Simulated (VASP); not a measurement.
SnO2:

```
Sn O
1.0
     1.61709    0.93363    4.80059
    -1.61709    0.93363    4.80059
     0.00000   -1.86726    4.80059
Sn O
1 2
Direct
  0.50000 0.50000 0.50000
  0.76283 0.76283 0.76283
  0.23717 0.23717 0.23717
```

- Program: VASP 6.6.1
- Task: relaxation of cell and atoms
- Functional: revPBE
- Dispersion: D4
- Potentials or basis: VASP PAW PBE potentials, release 64 (Sn_d, O)
- Cutoff: 600 eV
- k mesh: 10 × 10 × 10
- Occupations: fermi-dirac, width 0.05 eV
- Spin: no spin polarisation

At the start: pressure -2.6 GPa; volume 14.50 Å³/atom.

Question: How do energy, volume and symmetry change on relaxing?

Answer: Over 17 steps the energy falls by 31.1 meV/atom and the volume is 12.56 Å³/atom (-13.3 %); space group R-3m (No. 166, to 0.05 Å).

Step by step:
| step | energy change (eV) | largest force (eV/Å) | pressure (GPa) | volume (Å³) |
| --- | --- | --- | --- | --- |
| 1 | 0.0000 | 0.0088 | -2.60 | 43.49 |
| 2 | -0.0062 | 0.3924 | 1.96 | 42.02 |
| 3 | -0.0085 | 0.2586 | 0.34 | 42.51 |
| 4 | -0.0208 | 0.2657 | 0.37 | 41.97 |
| 5 | -0.0551 | 0.2869 | 0.71 | 40.33 |
| 6 | -0.0855 | 0.2647 | 3.39 | 37.02 |
| 7 | -0.0916 | 0.0776 | -0.32 | 37.25 |
| 8 | -0.0923 | 0.0033 | 0.52 | 37.19 |
| 9 | -0.0926 | 0.0074 | 0.43 | 37.28 |
| 10 | -0.0932 | 0.0141 | 0.12 | 37.47 |
| 11 | -0.0931 | 0.0258 | -0.41 | 37.86 |
| 12 | -0.0933 | 0.0201 | -0.09 | 37.64 |
| 13 | -0.0934 | 0.0148 | 0.00 | 37.65 |
| 14 | -0.0934 | 0.0138 | 0.02 | 37.65 |
| 15 | -0.0934 | 0.0097 | 0.12 | 37.65 |
| 16 | -0.0934 | 0.0113 | 0.10 | 37.65 |
| 17 | -0.0934 | 0.0099 | -0.12 | 37.69 |

Final structure:
```yaml
crystal:
  lattice:
    - [1.62382, 0.93751, 4.12669]
    - [-1.62382, 0.93751, 4.12669]
    - [0.00000, -1.87503, 4.12669]
  atoms:
    - { symbol: Sn, position: [0.50000, 0.50000, 0.50000] }
    - { symbol: O, position: [0.75368, 0.75368, 0.75368] }
    - { symbol: O, position: [0.24632, 0.24632, 0.24632] }
```

Caveat: the PAW data sets were made with another functional, which shifts forces and pressure a little.
